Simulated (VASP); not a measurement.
Runs of VASP 6.6.1 on GaS3. The structure is that of space group P4/mmm (No. 123), or close to it. The cells are those of the table. 

```csv
task,cell,k mesh,cutoff (eV),gap on the mesh (eV),pressure (GPa),relaxed volume (Å³/atom)
single point,"a = 4.542, b = 4.542, c = 3.232 Å, 4 atoms",4 × 4 × 6,520,none,-0.1,-
relaxation of cell and atoms,"relaxed from a = 4.542, b = 4.542, c = 3.232 Å, 4 atoms",10 × 10 × 14,600,none,0.1,16.64
single point,"a = 4.543, b = 4.543, c = 3.227 Å, 4 atoms",10 × 10 × 14,520,none,-0.1,-
single point,"a = 4.660, b = 4.660, c = 3.092 Å, 4 atoms",4 × 4 × 4,520,none,0.0,-
relaxation of cell and atoms,"relaxed from a = 4.660, b = 4.660, c = 3.092 Å, 4 atoms",4 × 4 × 6,600,none,-0.1,(a)
```

Alike in all rows: level PBE; potentials or basis VASP PAW PBE potentials, release 64 (Ga_d, S); no spin polarisation; smearing gaussian 0.1 eV.

Task: Estimate the missing entries.

Result: (a) 16.68.

Caveats: some runs use coarse meshes.

A k mesh can miss the band edges, and the runs leave out spin-orbit coupling on Ga.

A gap of «none» marks levels without a gap at the run's occupations.
